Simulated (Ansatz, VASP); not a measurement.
PtSe2: VASP beside Ansatz

```xyz
3
Lattice="0.0000 3.1309 3.1309 3.1309 0.0000 3.1309 3.1309 3.1309 0.0000" Properties=species:S:1:pos:R:3 pbc="T T T"
Pt    0.0000    0.0000    0.0000
Se    1.5654    1.5654    1.5654
Se    4.6963    4.6963    4.6963
```

Alike in both runs: task single point; functional PBE; k mesh 6 × 6 × 6; occupations fermi-dirac, width 0.02 eV; no spin polarisation.

```csv
,VASP,Ansatz
version,VASP 6.6.1,Ansatz 0.2.0
potentials or method,"VASP PAW PBE potentials, release 64 (Pt, Se)","plane waves, PAW"
plane-wave cutoff (eV),520,420
valence electrons in the cell,22,50
```

```csv
,VASP,Ansatz,Ansatz less VASP
pressure (GPa),1.6,1.6,+0.06
```

VASP's potentials hold 22 valence electrons a cell and Ansatz's 50, so a difference there can come from the potentials and not from the codes.

Spin-orbit coupling is off throughout.
